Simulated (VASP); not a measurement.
# Al16BH3 in VASP: further runs, part 2 of 2

VASP 6.6.1.

## (5) Single point, PBEsol

INCAR reads:

```
PREC     = Accurate       # precision mode
ENCUT    = 520            # plane-wave cutoff, eV
EDIFF    = 1E-7           # SCF threshold, eV
ISMEAR   = 0              # smearing method
SIGMA    = 0.15           # smearing width, eV
LREAL    = Auto         
LASPH    = True           # aspherical terms in the spheres
NELM     = 80             # most SCF steps
ALGO     = Normal         # electronic algorithm
ISIF     = 2              # what is computed and relaxed
LWAVE    = False          # write WAVECAR
LCHARG   = True           # write CHGCAR
GGA      = PS             # functional
LELF     = True           # ELF
LVHAR    = True         
NBANDS   = 43             # bands
```

KPOINTS reads:

```
Automatic mesh
0
Gamma
  2 3 1
```

POSCAR reads:

```
Al16BH3
1.0
    8.1000000000      0.0000000000      0.0000000000
    0.0000000000      5.7275650000      0.0000000000
    0.0000000000      0.0000000000     17.2956740000
Al B H
16 1 3
Direct
    0.2500000000      0.2499999564      0.0578179260
    0.7500000000      0.2499999564      0.0578179260
    0.2500000000      0.7500000436      0.0578179260
    0.7500000000      0.7500000436      0.0578179260
    0.0078798765      0.0020939090      0.1312976875
    0.5005891358      0.0031320465      0.1294752665
    0.0053124691      0.4962838484      0.1299212740
    0.4990424691      0.4979948722      0.1234025341
    0.2751854321      0.2450584149      0.2277551022
    0.7614628395      0.2466985534      0.2121177816
    0.2553053086      0.7445043400      0.2108594901
    0.7680943210      0.7576109568      0.2126745682
    0.0118551852     -0.0015989343      0.2885148043
    0.5132313580     -0.0283029525      0.2885983512
    0.0096454321      0.4985783662      0.2863542641
    0.5260092593      0.5156875566      0.2756398508
    0.4080867901      0.2655180692      0.3514597928
    0.4726837037      0.6079176753      0.3639592768
    0.2936204938      0.2800373283      0.3955612831
    0.5365501235      0.1956993941      0.3839414411
```

Potentials or basis: VASP PAW PBE potentials, release 64 (Al, B, H).

Command:

```sh
$ cat potpaw_PBE.64/Al/POTCAR potpaw_PBE.64/B/POTCAR potpaw_PBE.64/H/POTCAR > POTCAR
$ mpirun -np 1 vasp_std > vasp.out
```

OUTCAR:

```text
PREC = Accurate
   ENCUT = 520
   EDIFF = 1E-7
   ISMEAR = 0
   LREAL = Auto
   LASPH = True
   NELM = 80
   ISIF = 2
   GGA = PS

 ion  position               nearest neighbor table
   1  0.250  0.250  0.058-   8 2.72   7 2.73   5 2.73   6 2.77   3 2.86   3 2.86   9 2.95
   2  0.750  0.250  0.058-  10 2.67   8 2.73   6 2.76   7 2.80   5 2.83   4 2.86   4 2.86
   3  0.250  0.750  0.058-  11 2.65   8 2.73   5 2.75   7 2.76   6 2.79   1 2.86   1 2.86
   4  0.750  0.750  0.058-  12 2.68   8 2.74   6 2.78   7 2.82   5 2.84   2 2.86   2 2.86
   5  0.008  0.002  0.131-  13 2.72   1 2.73   3 2.75  12 2.78  10 2.81   2 2.83   7 2.83   4 2.84
                            11 2.84   7 2.90   9 3.07
   6  0.501  0.003  0.129-   2 2.76  14 2.76   1 2.77   4 2.78   3 2.79   8 2.84  11 2.85   9 2.85
[... 408 lines left out ...]
  external PRESSURE =      -3.2565419 kB  Pullay stress =       0.0000000 kB

 VOLUME and BASIS-vectors are now :
 -----------------------------------------------------------------------------
  energy-cutoff  :      520.00
  volume of cell :      802.40
      direct lattice vectors                 reciprocal lattice vectors
     8.100000000  0.000000000  0.000000000     0.123456790  0.000000000  0.000000000
     0.000000000  5.727565000  0.000000000     0.000000000  0.174594265  0.000000000
     0.000000000  0.000000000 17.295674000     0.000000000  0.000000000  0.057817926

 POSITION                                       TOTAL-FORCE (eV/Angst)
 -----------------------------------------------------------------------------------
      2.02500      1.43189      1.00000         0.150093      0.000339      0.370320
      6.07500      1.43189      1.00000        -0.091480     -0.033667     -0.072977
      2.02500      4.29567      1.00000         0.074886     -0.013994     -0.322684
      6.07500      4.29567      1.00000        -0.129481      0.040971     -0.013342
      0.06383      0.01199      2.27088        -0.007901      0.000142     -0.003128
      4.05477      0.01794      2.23936         0.004535     -0.000848     -0.004840
[... 12 lines left out ...]
      2.37833      1.60393      6.84150        -0.020697     -0.002047      0.013122
      4.34606      1.12088      6.64053         0.013012      0.003590      0.006292
 -----------------------------------------------------------------------------------
    total drift:                                0.002888      0.016121     -0.003662

  FREE ENERGIE OF THE ION-ELECTRON SYSTEM (eV)
  ---------------------------------------------------
  free  energy   TOTEN  =       -75.1914005541 eV

  energy  without entropy=      -75.1054304856  energy(sigma->0) =      -75.14841552
```

Wall time 10 min (1 thread of Intel Xeon 8259CL, shared host); peak memory 0.79 GiB.

What came out:

```
Free energy            : -75.1914 eV
Largest force          : 0.400 eV/Å
Band gap on the k mesh : zero (bands 27 and 28 overlap by 0.20 eV)
```

Forces in eV/Å, atoms in the order of the input:
```
Al   0.150  0.000  0.370
Al  -0.091 -0.034 -0.073
Al   0.075 -0.014 -0.323
Al  -0.129  0.041 -0.013
Al  -0.008  0.000 -0.003
Al   0.005 -0.001 -0.005
Al  -0.009  0.003  0.003
Al   0.004 -0.001 -0.004
Al   0.003  0.007  0.003
Al   0.005 -0.001 -0.001
Al  -0.002  0.002 -0.002
Al   0.003 -0.001  0.003
Al  -0.002 -0.002  0.008
Al  -0.001 -0.006  0.009
Al  -0.004  0.003  0.010
Al   0.013 -0.005 -0.008
B    0.002  0.001 -0.002
H   -0.004  0.006  0.008
H   -0.021 -0.002  0.013
H    0.013  0.004  0.006
```

Caveat: the k points lie up to 0.39 Å⁻¹ apart; there is no dipole correction, which matters where the two faces differ; the PAW data sets were made with another functional, which shifts forces and pressure a little.

## (6) Overview

```tsv
cell	gap on the mesh (eV)	largest force (eV/Å)
as given, atomic positions A	none	0.15
as given, atomic positions B	0.01	0.14
as given, atomic positions C	0.05	0.28
as given, atomic positions D	none	0.40
```

Alike in all rows: task single point; level PBEsol; potentials or basis VASP PAW PBE potentials, release 64 (Al, B, H); no spin polarisation; k mesh 2 × 3 × 1; cutoff (eV) 520; smearing gaussian 0.15 eV.

Caveats: some runs use coarse meshes; there is no dipole correction, which matters where the two faces differ; the PAW data sets were made with another functional, which shifts forces and pressure a little; the smearing spreads over this small gap (at least some runs).

Total energies depend on the potentials used, so only differences within one code and one set of settings carry meaning.
